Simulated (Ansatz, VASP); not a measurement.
Two plane-wave programs on Sb

```
Sb
1.0
    -2.81602    2.81602    3.09729
     2.81602   -2.81602    3.09729
     2.81602    2.81602   -3.09729
Sb
3
Cartesian
  0.0000 2.8160 1.5486
  2.8160 0.0000 1.5486
  0.0000 0.0000 3.0973
```

Alike in both runs: functional PBE; k mesh 12 × 12 × 12; occupations gaussian, width 0.1 eV; no spin polarisation.

Ansatz relaxed the structure, and its values are those at the end. VASP's run is a single point on that final structure, the one shown.

|  | VASP | Ansatz |
| --- | --- | --- |
| version | VASP 6.6.1 | Ansatz 0.2.0 |
| potentials or method | VASP PAW PBE potentials, release 64 (Sb), cutoff 520 eV | scalar-relativistic, plane waves, PAW |
| valence electrons in the cell | 15 | 45 |

VASP gave:

- gap on the k mesh at the Fermi level (eV): none
- pressure (GPa): -0.1

Estimate Ansatz's values.

gap on the k mesh at the Fermi level (eV): none; pressure (GPa): 0.0.

A gap of «none» marks a metal or a gap that the smearing closes. With one functional, cell and mesh, what is left measures potentials, basis and numerics. VASP's potentials hold 15 valence electrons a cell and Ansatz's 45, so a difference there can come from the potentials and not from the codes.

Spin-orbit coupling is off throughout.
